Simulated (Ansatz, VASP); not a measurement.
**Two plane-wave programs on Ge**

```
Ge
1.0
     4.02269    0.00000    0.00000
    -2.01134    3.48375    0.00000
     0.00000    0.00000   18.86852
Ge
4
Cartesian
  0.0000 2.3225 5.1843
  2.0113 1.1613 4.5000
  -1.3409 3.0967 10.5685
  0.6704 1.9354 9.8843
```

Alike in both runs: task single point; functional PBE; dispersion D3(BJ); k mesh 9 × 9 × 1; occupations gaussian, width 0.1 eV; no spin polarisation.

```csv
,VASP,Ansatz
version,VASP 6.6.1,Ansatz 0.2.0
potentials or method,"VASP PAW PBE potentials, release 64 (Ge_d), cutoff 520 eV","scalar-relativistic, plane waves, PAW"
valence electrons in the cell,56,56
```

Ansatz gave:

```
gap on the k mesh at the Fermi level (eV) : 0.07
least direct gap on the mesh (eV)         : 0.07
rms of the force components (eV/Å)        : 0.037
```

Task: Estimate VASP's values.

Result: gap on the k mesh at the Fermi level (eV): 0.07; least direct gap on the mesh (eV): 0.07; rms of the force components (eV/Å): 0.038.

Atom by atom the forces differ by 0.001 eV/Å (rms over components). Ansatz's warnings: xc potential rough in thin density.
